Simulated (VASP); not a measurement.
# Ir (Fm-3m) in VASP: further runs

Ir is run at these levels: PBEsol; tasks: single point.

All numbers are computed with VASP 6.6.1; they aren't measurements. Logs are shortened: lines on timing, memory, paths and dates and some standing lists are left out, and cuts for length are marked.

## (1) The cell of the first run

Symmetry: Fm-3m, No. 225, cubic system. Conventional cell: a = 3.615 Å, b = 3.615 Å, c = 3.615 Å, α = 90.00°, β = 90.00°, γ = 90.00°. Within 3.4 Å of Ir (site symmetry m-3m) lie 12 Ir at 2.56 Å.

## (2) Single point, PBEsol (volume scaled by 0.84)

The input, INCAR:

```
PREC = Accurate
ENCUT = 520
EDIFF = 1E-6
ISMEAR = -1
SIGMA = 0.1
LREAL = F
LASPH = T
NELM = 80
ALGO = Normal
ISIF = 2
LWAVE = F
LCHARG = F
GGA = PS
NBANDS = 10
```

The input, KPOINTS:

```
regular mesh
0
Gamma
  19 19 19
```

The input, POSCAR:

```
Ir
1.0
    0.0000000000      1.8076625852      1.8076625852
    1.8076625852      0.0000000000      1.8076625852
    1.8076625852      1.8076625852      0.0000000000
Ir
1
Direct
    0.0000000000      0.0000000000      0.0000000000
```

Potentials or basis: VASP PAW PBE potentials, release 64 (Ir).

On the command line:

```console
$ cat potpaw_PBE.64/Ir/POTCAR > POTCAR
$ mpirun -np 1 vasp_std > vasp.out
```

OUTCAR:

```text
PREC = Accurate
   ENCUT = 520
   EDIFF = 1E-6
   ISMEAR = -1
   LREAL = F
   LASPH = T
   NELM = 80
   ISIF = 2
   GGA = PS

 ion  position               nearest neighbor table
   1  0.000  0.000  0.000-

  LATTYP: Found a face centered cubic cell.
 ALAT       =     3.6153251704

  Lattice vectors:

 A1 = (   0.0000000000,   1.8076625852,   1.8076625852)
 A2 = (   1.8076625852,   0.0000000000,   1.8076625852)
 A3 = (   1.8076625852,   1.8076625852,   0.0000000000)

Analysis of symmetry for initial positions (statically):
=====================================================================
 Subroutine PRICEL returns:
 Original cell was already a primitive cell.

 Routine SETGRP: Setting up the symmetry group for a
 face centered cubic supercell.

 Subroutine GETGRP returns: Found 48 space group operations
[... 9 lines left out ...]

 Routine SETGRP: Setting up the symmetry group for a
 face centered cubic supercell.

 Subroutine GETGRP returns: Found 48 space group operations
[... 11 lines left out ...]
                                     Primitive cell

  volume of cell :      11.8136

  direct lattice vectors                    reciprocal lattice vectors
     0.000000000  1.807662585  1.807662585    -0.276600293  0.276600293  0.276600293
     1.807662585  0.000000000  1.807662585     0.276600293 -0.276600293  0.276600293
     1.807662585  1.807662585  0.000000000     0.276600293  0.276600293 -0.276600293

  length of vectors
     2.556420944  2.556420944  2.556420944     0.479085760  0.479085760  0.479085760

  position of ions in fractional coordinates (direct lattice)
     0.000000000  0.000000000  0.000000000

  ion indices of the primitive-cell ions
   primitive index   ion index
                 1           1

----------------------------------------------------------------------------------------

 KPOINTS: regular mesh

Automatic generation of k-mesh.
 Grid dimensions read from file:
 generate k-points for:   19   19   19

 Generating k-lattice:

  Cartesian coordinates                     Fractional coordinates (reciprocal lattice)
    -0.014557910  0.014557910  0.014557910     0.052631579  0.000000000  0.000000000
     0.014557910 -0.014557910  0.014557910     0.000000000  0.052631579  0.000000000
     0.014557910  0.014557910 -0.014557910     0.000000000  0.000000000  0.052631579

  Length of vectors
     0.025215040  0.025215040  0.025215040

  Shift w.r.t. Gamma in fractional coordinates (k-lattice)
     0.000000000  0.000000000  0.000000000

 Subroutine IBZKPT returns following result:
 ===========================================

 Found    220 irreducible k-points:

 Following reciprocal coordinates:
            Coordinates               Weight
  0.000000  0.000000  0.000000      1.000000
  0.052632  0.000000  0.000000      8.000000
  0.105263  0.000000  0.000000      8.000000
  0.157895  0.000000  0.000000      8.000000
  0.210526  0.000000  0.000000      8.000000
  0.263158  0.000000  0.000000      8.000000
[... 16 lines left out ...]
 -0.315789  0.052632  0.000000     24.000000
 -0.263158  0.052632  0.000000     24.000000
 [... further k-points ...]
   k-points           NKPTS =    220   k-points in BZ     NKDIM =    220   number of bands    NBANDS=     10
   number of dos      NEDOS =    301   number of ions     NIONS =      1
   total plane-waves  NPLWV =   8000
   dimension x,y,z NGX =    20 NGY =   20 NGZ =   20
   dimension x,y,z NGXF=    40 NGYF=   40 NGZF=   40
   ions per type =               1
   NGX,Y,Z   is equivalent  to a cutoff of  13.01, 13.01, 13.01 a.u.
   NGXF,Y,Z  is equivalent  to a cutoff of  26.01, 26.01, 26.01 a.u.
 SYSTEM =  unknown system
   PREC   = accura    normal or accurate (medium, high low for compatibility)
   ISTART =      0    job   : 0-new  1-cont  2-samecut
   ICHARG =      2    charge: 1-file 2-atom 10-const
   ISPIN  =      1    spin polarized calculation?
   LNONCOLLINEAR =      F non collinear calculations
   LSORBIT =      F    spin-orbit coupling
   LASPH  =      T    aspherical Exc in radial PAW
   ENCUT  =  520.0 eV  38.22 Ry    6.18 a.u.   4.75  4.75  4.75*2*pi/ulx,y,z
   NELM   =     80;   NELMIN=  2; NELMDL= -5     # of ELM steps
   EDIFF  = 0.1E-05   stopping-criterion for ELM
   LREAL  =      F    real-space projection
   EDIFFG = 0.1E-04   stopping-criterion for IOM
   NSW    =      0    number of steps for IOM
   IBRION =     -1    ionic relax: 0-MD 1-quasi-New 2-CG
   NFREE  =      0    steps in history (QN), initial steepest desc. (CG)
   ISIF   =      2    stress and relaxation
   ISYM   =      2    0-nonsym 1-usesym 2-fastsym
   POTIM  = 0.5000    time-step for ionic-motion
   TEBEG  =    0.0;   TEEND  =   0.0 temperature during run
   PSTRESS=    0.0 pullay stress
   NELECT =       9.0000    total number of electrons
   NUPDOWN=      -1.0000    fix difference up-down
   EMIN   =  10.00;   EMAX   =-10.00  energy-range for DOS
   EFERMI =   0.00;   METHOD = LEGACY
   ISMEAR =    -1;   SIGMA  =   0.10  broadening in eV -4-tet -1-fermi 0-gaus
   EFERMI_NEDOS =   21; number of points for ismear=-14 and -15
   IALGO  =     38    algorithm
   IMIX   =      4    mixing-type and parameters
     AMIX     =   0.40;   BMIX     =  1.00
     AMIX_MAG =   1.60;   BMIX_MAG =  1.00
  volume/ion in A,a.u.               =      11.81        79.72
  Fermi-wavevector in a.u.,A,eV,Ry     =   1.495185  2.825490 30.416893  2.235579
  Thomas-Fermi vector in A             =   2.607362
   LORBIT       =      0    0 simple, 1 ext, 2 COOP (PROOUT), +10 PAW based schemes
   GGA     = PS    functional components
   LHFCALC =     F    Hartree Fock is set to
   AEXX    =    0.0000 exact exchange contribution
   IVDW    =     0    specifies the selected vdW correction
   LEPSILON=     F    determine dielectric tensor
   LRPA    =     F    only Hartree local field effects (RPA)
 non-spin polarized calculation
  energy-cutoff  :      520.00
  volume of cell :       11.81
 maximum number of plane-waves:       331
   NGX =  9   NGY =  9   NGZ =  9

 number of electron       9.0000000 magnetization

 Free energy of the ion-electron system (eV)
  ---------------------------------------------------
  ext. energy  EPLUGINS =         0.00000000
  ---------------------------------------------------
  free energy    TOTEN  =        -9.18998376 eV

  energy without entropy =       -9.16266985  energy(sigma->0) =       -9.17632680

 E-fermi :  13.6674     XC(G=0): -15.1779

 val. band max:       13.6474484236   @ k =   0.3158   0.1579   0.0526
 cond. band min:      13.6687522412   @ k =   0.4737   0.3684   0.0000
 fundamental gap:      0.0213038177
 Fermi energy:        13.6673736401

 k-point     1 :       0.0000    0.0000    0.0000
  band No.  band energies     occupation
      1       0.4323      2.00000
      2       8.5502      2.00000
      3       8.5502      2.00000
      4       8.5502      2.00000
      5      12.1519      2.00000
      6      12.1520      2.00000
      7      27.4703      0.00000
      8      34.1821      0.00000
      9      34.1821      0.00000
     10      34.1821      0.00000

 k-point     2 :       0.0526    0.0000    0.0000
  band No.  band energies     occupation
      1       0.5838      2.00000
      2       8.4589      2.00000
      3       8.6201      2.00000
      4       8.6201      2.00000
      5      12.0987      2.00000
      6      12.0987      2.00000
      7      27.7529      0.00000
      8      33.4278      0.00000
      9      34.4478      0.00000
     10      34.4478      0.00000

 k-point     3 :       0.1053    0.0000    0.0000
  band No.  band energies     occupation
      1       1.0206      2.00000
      2       8.2249      2.00000
      3       8.8062      2.00000
      4       8.8062      2.00000
      5      11.9757      2.00000
      6      11.9757      2.00000
      7      28.5333      0.00000
      8      31.9784      0.00000
      9      35.2229      0.00000
     10      35.2229      0.00000

 k-point     4 :       0.1579    0.0000    0.0000
  band No.  band energies     occupation
      1       1.6822      2.00000
      2       7.9591      2.00000
      3       9.0277      2.00000
      4       9.0277      2.00000
      5      11.8955      2.00000
      6      11.8955      2.00000
      7      29.4117      0.00000
      8      30.7467      0.00000
      9      36.4473      0.00000
     10      36.4473      0.00000

 k-point     5 :       0.2105    0.0000    0.0000
  band No.  band energies     occupation
      1       2.4411      2.00000
      2       7.8366      2.00000
      3       9.1481      2.00000
      4       9.1481      2.00000
      5      12.0265      2.00000
      6      12.0265      2.00000
      7      28.6926      0.00000
      8      31.2656      0.00000
      9      38.0332      0.00000
     10      38.0332      0.00000

 k-point     6 :       0.2632    0.0000    0.0000
  band No.  band energies     occupation
      1       3.0855      2.00000
      2       8.0907      2.00000
      3       9.0812      2.00000
      4       9.0812      2.00000
      5      12.4684      1.99999
      6      12.4684      1.99999
      7      27.4759      0.00000
      8      31.6948      0.00000
      9      39.8281      0.00000
     10      39.8384      0.00000
[... 183 lines left out ...]
 k-point    21 :      -0.4211    0.0526    0.0000
  band No.  band energies     occupation
      1       3.5810      2.00000
      2       8.3370      2.00000
      3       8.5423      2.00000
      4      11.3778      2.00000
      5      14.4446      0.00084
      6      15.4130      0.00000
      7      23.6349      0.00000
      8      27.7267      0.00000
      9      34.9607      0.00000
     10      35.9177      0.00000

 k-point    22 :      -0.3684    0.0526    0.0000
  band No.  band energies     occupation
      1       3.6322      2.00000
      2       8.5115      2.00000
      3       8.6818      2.00000
      4      10.2551      2.00000
      5      13.7345      0.67641
      6      14.8439      0.00002
      7      24.8780      0.00000
      8      28.7208      0.00000
      9      35.8476      0.00000
     10      37.4653      0.00000

 k-point    23 :      -0.3158    0.0526    0.0000
  band No.  band energies     occupation
      1       3.6147      2.00000
      2       8.7245      2.00000
      3       8.8916      2.00000
      4       9.0545      2.00000
      5      12.9167      1.99890
      6      14.0970      0.02686
      7      26.1211      0.00000
      8      30.2617      0.00000
      9      37.1593      0.00000
     10      39.5180      0.00000

 k-point    24 :      -0.2632    0.0526    0.0000
  band No.  band energies     occupation
      1       3.3743      2.00000
      2       8.1006      2.00000
      3       9.0033      2.00000
      4       9.1175      2.00000
      5      12.1541      2.00000
      6      13.3319      1.93249
      7      27.2939      0.00000
      8      31.6246      0.00000
      9      38.3699      0.00000
     10      38.7270      0.00000

 [... further k-points ...]
[... 5 lines left out ...]
  --------------------------------------------------------------------------------------
  -------------------------------------------------------------------------------------
  Total        7.8848354      7.8848354      7.8848354     -0.0000000      0.0000000     -0.0000000
  in kB     1069.3530481   1069.3530481   1069.3530481     -0.0000000      0.0000000     -0.0000000
  external PRESSURE =    1069.3530481 kB  Pullay stress =       0.0000000 kB

 VOLUME and BASIS-vectors are now :
 -----------------------------------------------------------------------------
  energy-cutoff  :      520.00
  volume of cell :       11.81
      direct lattice vectors                 reciprocal lattice vectors
     0.000000000  1.807662585  1.807662585    -0.276600293  0.276600293  0.276600293
     1.807662585  0.000000000  1.807662585     0.276600293 -0.276600293  0.276600293
     1.807662585  1.807662585  0.000000000     0.276600293  0.276600293 -0.276600293

 POSITION                                       TOTAL-FORCE (eV/Angst)
 -----------------------------------------------------------------------------------
      0.00000      0.00000      0.00000        -0.000000      0.000000      0.000000
 -----------------------------------------------------------------------------------
    total drift:                                0.000000      0.000000     -0.000000

  FREE ENERGIE OF THE ION-ELECTRON SYSTEM (eV)
  ---------------------------------------------------
  free  energy   TOTEN  =        -9.1899837559 eV

  energy  without entropy=       -9.1626698503  energy(sigma->0) =       -9.17632680
```

Wall time 13 s (1 thread of Intel Xeon Platinum 8488C (Sapphire Rapids), shared host); peak memory 0.15 GiB.

Results:

| Item | Value |
| --- | --- |
| Free energy | -9.1900 eV |
| Pressure | 106.9 GPa |

Levels at points of the mesh, in eV from the Fermi level:
| k point | band 1 | band 2 | band 3 | band 4 | band 5 | band 6 | band 7 | band 8 |
| --- | --- | --- | --- | --- | --- | --- | --- | --- |
| (0.00, 0.00, 0.00) | -13.24 | -5.12 | -5.12 | -5.12 | -1.52 | -1.52 | 13.80 | 20.51 |

Caveat: the PAW data sets were made with another functional, which shifts forces and pressure a little; spin-orbit coupling is left out, which moves the levels of the heavy elements.

## (3) Single point, PBEsol (volume scaled by 0.84)

The input, INCAR:

```
SYSTEM = Ir
PREC = Accurate ; ENCUT = 520
EDIFF = 1E-6 ; ISMEAR = -1
SIGMA = 0.1 ; LREAL = .FALSE.
LASPH = .TRUE. ; NELM = 80
ALGO = Normal ; ISIF = 2
LWAVE = .FALSE. ; LCHARG = .FALSE.
GGA = PS ; NBANDS = 10
```

The input, KPOINTS:

```
regular mesh
0
G
  19 19 19
  0 0 0
```

POSCAR is that of step 2.

Potentials or basis: VASP PAW PBE potentials, release 64 (Ir).

On the command line:

```console
$ cat potpaw_PBE.64/Ir/POTCAR > POTCAR
$ mpirun -np 1 vasp_std > vasp.out
```

Wall time 13 s (1 thread of Intel Xeon Platinum 8488C (Sapphire Rapids), shared host); peak memory 0.15 GiB.

The run converged. Its results:

```
Free energy : -9.1900 eV
Pressure    : 106.9 GPa
```

Levels at points of the mesh, in eV from the Fermi level:
```tsv
k point	band 1	band 2	band 3	band 4	band 5	band 6	band 7	band 8
(0.00, 0.00, 0.00)	-13.24	-5.12	-5.12	-5.12	-1.52	-1.52	13.80	20.51
```

Caveat: the PAW data sets were made with another functional, which shifts forces and pressure a little; spin-orbit coupling is left out, which moves the levels of the heavy elements.
